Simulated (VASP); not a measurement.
A run of VASP 6.6.1 is set up as follows.

Contents of INCAR:

```
PREC = Accurate
ENCUT = 520
EDIFF = 1E-6
ISMEAR = -1
SIGMA = 0.05
LREAL = F
LASPH = T
NELM = 80
ALGO = Normal
ISIF = 2
LWAVE = F
LCHARG = T
GGA = PS
LELF = T
LVHAR = T
NBANDS = 35
```

The input KPOINTS:

```
regular mesh
0
Gamma
  6 6 8
```

The input POSCAR:

```
SnO2
1.0
    4.6739651233      0.0000000000      0.0000000000
    0.0000000000      4.6739651233      0.0000000000
    0.0000000000      0.0000000000      3.1434339099
Sn O
2 4
Direct
    0.5000000000      0.5000000000      0.5000000000
    0.0000000000      0.0000000000      0.0000000000
    0.8071000000      0.1929000000      0.5000000000
    0.6929000000      0.6929000000      0.0000000000
    0.1929000000      0.8071000000      0.5000000000
    0.3071000000      0.3071000000      0.0000000000
```

Potentials or basis: VASP PAW PBE potentials, release 64 (Sn_d, O).

Run with:

```bash
$ cat potpaw_PBE.64/Sn_d/POTCAR potpaw_PBE.64/O/POTCAR > POTCAR
$ mpirun -np 1 vasp_std > vasp.out
```

**Question.** Estimate the band gap on the k mesh.

**Answer.** 1.66 eV.

**Question.** Estimate the largest force.

**Answer.** 0.410 eV/Å.

Stress tensor (GPa, compression positive):
```
13.64  0.00  0.00
 0.00 13.64  0.00
 0.00  0.00 19.06
```

Caveat: the stress differs along the axes, from 14 to 19 GPa; the PAW data sets were made with another functional, which shifts forces and pressure a little; spin-orbit coupling is left out, which moves the levels of the heavy elements.
